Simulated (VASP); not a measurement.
Here is a VASP 6.6.1 calculation.

Contents of INCAR:

```
PREC = Accurate ; ENCUT = 520
EDIFF = 1E-7 ; ISMEAR = 0
SIGMA = 0.02 ; LREAL = False
LASPH = True ; NELM = 100
ALGO = Normal ; ISIF = 2
LWAVE = False ; LCHARG = False
GGA = PE ; NBANDS = 11
```

KPOINTS

```
regular mesh
0
Gamma
  10 10 10
```

POSCAR

```
BAs
1.0
    0.0000000000      2.3801225411      2.3801225411
    2.3801225411      0.0000000000      2.3801225411
    2.3801225411      2.3801225411      0.0000000000
B As
1 1
Direct
    0.0000000000      0.0000000000      0.0000000000
    0.2500000000      0.2500000000      0.2500000000
```

Potentials or basis: VASP PAW PBE potentials, release 64 (B, As).

Run with:

```bash
$ cat potpaw_PBE.64/B/POTCAR potpaw_PBE.64/As/POTCAR > POTCAR
$ mpirun -np 1 vasp_std > vasp.out
```

(1) Predict the pressure.

(2) Estimate the band gap on the k mesh.

Answers

(1) 5.0 GPa.

(2) 1.16 eV, indirect (least direct gap 3.29 eV).
